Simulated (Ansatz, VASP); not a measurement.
# Ga in VASP and in Ansatz

```
CELL_PARAMETERS angstrom
1.45000 -4.06500 0.00000
1.45000 4.06500 0.00000
0.00000 0.00000 3.17000
ATOMIC_POSITIONS crystal
Ga 0.13300 0.86700 0.75000
Ga 0.86700 0.13300 0.25000
```

Alike in both runs: functional PBEsol; k mesh 8 × 8 × 6; occupations fermi-dirac, width 0.05 eV; non-collinear spin, spin-orbit coupling.

|  | VASP | Ansatz |
| --- | --- | --- |
| version | VASP 6.6.1 | Ansatz 0.2.0 |
| potentials or method | VASP PAW PBE potentials, release 64 (Ga_d), cutoff 520 eV | all-electron LAPW, relativistic spinors |
| task | single point | band structure |

VASP gave:

```
pressure (GPa)                                                : -1.2
traceless stress, the component that is largest in VASP (GPa) : -2.27
rms of the force components (eV/Å)                            : 0.078
net moment per atom (μB)                                      : 0.00
```

Problem. Estimate Ansatz's values.

Solution. Pressure (GPa): -1.3; traceless stress, the component that is largest in VASP (GPa): -2.28; rms of the force components (eV/Å): 0.079; net moment per atom (μB): 0.00.

VASP's potentials were made for PBE, not for PBEsol. Atom by atom the forces differ by 0.001 eV/Å (rms over components). Ansatz ran all-electron here, and VASP with PAW potentials.

Noted on Ansatz's run: the k mesh is thin for a metal, which can move the energy by tens of meV per atom.
